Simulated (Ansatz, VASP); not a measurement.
Al in VASP and in Ansatz

The input INCAR:

```
  PREC = Accurate
  ENCUT = 520
  EDIFF = 1E-7
  ISMEAR = 0
  SIGMA = 0.15
  LREAL = False
  LASPH = True
  NELM = 80
  ALGO = Fast
  ISIF = 2
  LWAVE = False
  LCHARG = False
  GGA = PE
  IVDW = 12
  NBANDS = 14
```

Contents of KPOINTS:

```
regular mesh
0
Gamma
  18 18 4
```

File POSCAR:

```
Al
1.0
    2.6568000000      0.0000000000      0.0000000000
   -1.3284000000      2.3008562928      0.0000000000
    0.0000000000      0.0000000000     10.8379000000
Al
4
Direct
    0.0000000000      0.0000000000      0.0000000000
    0.3333333333      0.6666666667      0.2500000000
    0.0000000000      0.0000000000      0.5000000000
    0.6666666667      0.3333333333      0.7500000000
```

Input for Ansatz:

```yaml
crystal:
  lattice:
    - [2.6568, 0.0, 0.0]
    - [-1.3284, 2.3008562928, 0.0]
    - [0.0, 0.0, 10.8379]
  atoms:
    - { symbol: Al, position: [0.0, 0.0, 0.0] }
    - { symbol: Al, position: [0.3333333333, 0.6666666667, 0.25] }
    - { symbol: Al, position: [0.0, 0.0, 0.5] }
    - { symbol: Al, position: [0.6666666667, 0.3333333333, 0.75] }
basis:
  ecutwfc: 420
kpoints:
  mp_grid: { grid: [18, 18, 4] }
hamiltonian:
  xc: pbe
  pseudopotentials: { kind: paw, azcp: { folder: soft_1 } }
  dispersion: d3bj
scf:
  occupations: { method: gaussian, width: 0.15 }
output:
  forces: true
  stress: true
  eigenvalues: true
```

Alike in both runs: task single point; functional PBE; dispersion D3(BJ); k mesh 18 × 18 × 4; occupations gaussian, width 0.15 eV; no spin polarisation.

|  | VASP | Ansatz |
| --- | --- | --- |
| version | VASP 6.6.1 | Ansatz 0.2.0 |
| potentials or method | VASP PAW PBE potentials, release 64 (Al), cutoff 520 eV | scalar-relativistic, plane waves, PAW |
| valence electrons in the cell | 12 | 12 |

```csv
,VASP,Ansatz,Ansatz less VASP
gap on the k mesh at the Fermi level (eV),none,none,-
pressure (GPa),1.9,1.9,0.00
"traceless stress, the component that is largest in VASP (GPa)",-11.88,-11.87,+0.012
```

A gap of «none» marks a metal or a gap that the smearing closes.
